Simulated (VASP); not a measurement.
Input of a VASP 6.6.1 run:

File INCAR:

```
PREC     = Accurate       # precision mode
ENCUT    = 500            # plane-wave cutoff, eV
EDIFF    = 1E-6           # SCF threshold, eV
ISMEAR   = 0              # smearing method
SIGMA    = 0.01           # smearing width, eV
LREAL    = False          # projectors in reciprocal space
LASPH    = True           # aspherical terms in the spheres
NELM     = 120            # most SCF steps
ALGO     = Normal         # electronic algorithm
ISIF     = 2              # what is computed and relaxed
LWAVE    = False          # write WAVECAR
LCHARG   = False          # write CHGCAR
GGA      = PE             # functional
IVDW     = 12             # dispersion correction
NBANDS   = 15             # bands
GGA_COMPAT= False
```

Contents of KPOINTS:

```
regular mesh
0
Gamma
  4 4 4
```

The input POSCAR:

```
CaSe
1.0
    0.0011000000      2.9716700000      2.9583400000
    2.9310500000     -0.0166300000      2.9760700000
    2.9335300000      2.9918800000     -0.0191100000
Ca Se
1 1
Direct
    0.9949224408      0.0035872479      0.9936183740
    0.5008700000      0.4972300000      0.5011800000
```

Potentials or basis: VASP PAW PBE potentials, release 64 (Ca_sv, Se).

Command:

```sh
$ cat potpaw_PBE.64/Ca_sv/POTCAR potpaw_PBE.64/Se/POTCAR > POTCAR
$ mpirun -np 1 vasp_std > vasp.out
```

Problem. Predict the dispersion energy per atom.

Solution. -0.350 eV.

Problem. Estimate the pressure.

Solution. -1.2 GPa.

Problem. What does it give for the band gap on the k mesh?

Solution. 2.00 eV (least direct gap 2.92 eV).

Problem. Estimate the largest force.

Solution. 0.103 eV/Å.

Forces on the atoms (eV/Å):
```
Ca   0.012  0.102 -0.005
Se  -0.012 -0.102  0.005
```

Caveat: the k points lie up to 0.46 Å⁻¹ apart; three body term missing. PBE gaps usually lie below the measured ones, often by a third to a half.
